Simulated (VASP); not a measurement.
A run of VASP 6.6.1 is set up as follows.

Contents of INCAR:

```
  ALGO = Normal
  EDIFF = 1E-6
  ENCUT = 520
  GGA = PE
  ISIF = 2
  ISMEAR = 0
  IVDW = 12
  LASPH = T
  LCHARG = F
  LREAL = Auto
  LWAVE = F
  NBANDS = 40
  NELM = 80
  PREC = Accurate
  SIGMA = 0.15
```

KPOINTS

```
k-points
0
Gamma
  3 3 3
```

File POSCAR:

```
Li
1.0
    6.9800000000      0.0000000000      0.0000000000
    0.0000000000      6.9800000000      0.0000000000
    0.0000000000      0.0000000000      6.9800000000
Li
17
Direct
    0.0085057307      0.0226977077     -0.0087442693
    0.5071997135      0.0199472779      0.0007739255
    0.0524614613      0.4532863897     -0.0232416905
    0.0141343840      0.0006386819      0.5127813754
    0.2104628940      0.2953588825      0.2727538682
    0.4937532951      0.4856295129      0.0176855301
    0.4439914040      0.0457438395      0.3943219198
    0.7705882521      0.2674902579      0.2579534384
   -0.0028932665      0.5350383954      0.5256732092
    0.2303170487      0.7463803725      0.2275484241
    0.2849981375      0.2422414040      0.7229902579
    0.5026169054      0.5213386819      0.4948904011
    0.7661799427      0.7567593123      0.2519308023
    0.7478358166      0.2676613181      0.7328020057
    0.2670148997      0.7600361032      0.7566766476
    0.8041714900      0.6859830946      0.8621739255
    0.6463661891     -0.1095495702      0.6313219198
```

Potentials or basis: VASP PAW PBE potentials, release 64 (Li_sv).

Run with:

```sh
$ cat potpaw_PBE.64/Li_sv/POTCAR > POTCAR
$ mpirun -np 1 vasp_std > vasp.out
```

Q: Estimate the largest force.

A: 0.010 eV/Å.

Q: What does it give for the dispersion energy per atom?

A: -0.172 eV.

Forces in eV/Å, atoms in the order of the input:
```
Li  -0.002 -0.005  0.000
Li  -0.002  0.001  0.006
Li  -0.001 -0.001  0.003
Li   0.007  0.003 -0.003
Li  -0.001 -0.001  0.004
Li  -0.003  0.000  0.000
Li  -0.003  0.003 -0.003
Li  -0.002  0.002  0.002
Li  -0.002  0.001 -0.001
Li   0.000 -0.006 -0.002
Li   0.002  0.001  0.001
Li   0.003  0.006  0.003
Li   0.000  0.000 -0.006
Li  -0.001  0.003  0.002
Li   0.004  0.000 -0.007
Li   0.004  0.001  0.004
Li  -0.004 -0.010 -0.001
```
